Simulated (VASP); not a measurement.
Wanted: the native input for a VASP 6.6.1 run.

| Property | Result |
| --- | --- |
| Task | single point |
| Functional | LDA |
| Potentials or basis | VASP PAW LDA potentials, release 64 (Rb_sv, Cl, O) |
| Cutoff | 520 eV |
| k mesh | 3 × 3 × 3 |
| Occupations | methfessel-paxton, width 0.01 eV |
| Spin | no spin polarisation |
| Dipole correction | no |
| Further INCAR settings | ALGO = Normal; EDIFF = 1e-06; NBANDS = 28 |

The structure of Rb3ClO lies in POSCAR:

```
Rb3ClO
1.0
    5.2737819800      0.0000000000      0.0000000000
    0.0000000000      5.2737819800      0.0000000000
    0.0000000000      0.0000000000      5.2737819800
Rb Cl O
3 1 1
Direct
    0.0000000000      0.0000000000      0.5000000000
    0.0000000000      0.5000000000      0.0000000000
    0.5000000000      0.0000000000      0.0000000000
    0.5000000000      0.5000000000      0.5000000000
    0.0000000000      0.0000000000      0.0000000000
```

These files were run (other wordings do the same):

INCAR

```
PREC = Accurate
ENCUT = 520
EDIFF = 1E-6
ISMEAR = 1
SIGMA = 0.01
LREAL = F
LASPH = T
NELM = 80
ALGO = Normal
ISIF = 2
LWAVE = F
LCHARG = F
NBANDS = 28
```

KPOINTS

```
regular mesh
0
Gamma
  3 3 3
```

Potentials or basis: VASP PAW LDA potentials, release 64 (Rb_sv, Cl, O).

The run is started by

```sh
$ cat potpaw_LDA.64/Rb_sv/POTCAR potpaw_LDA.64/Cl/POTCAR potpaw_LDA.64/O/POTCAR > POTCAR
$ mpirun -np 1 vasp_std > vasp.out
```

Results of the run:

```
Pressure               : 0.2 GPa
Band gap on the k mesh : 0.24 eV
```

It took 38 s on 1 thread of Intel Xeon 8259CL (shared host), peak memory 0.2 GiB.
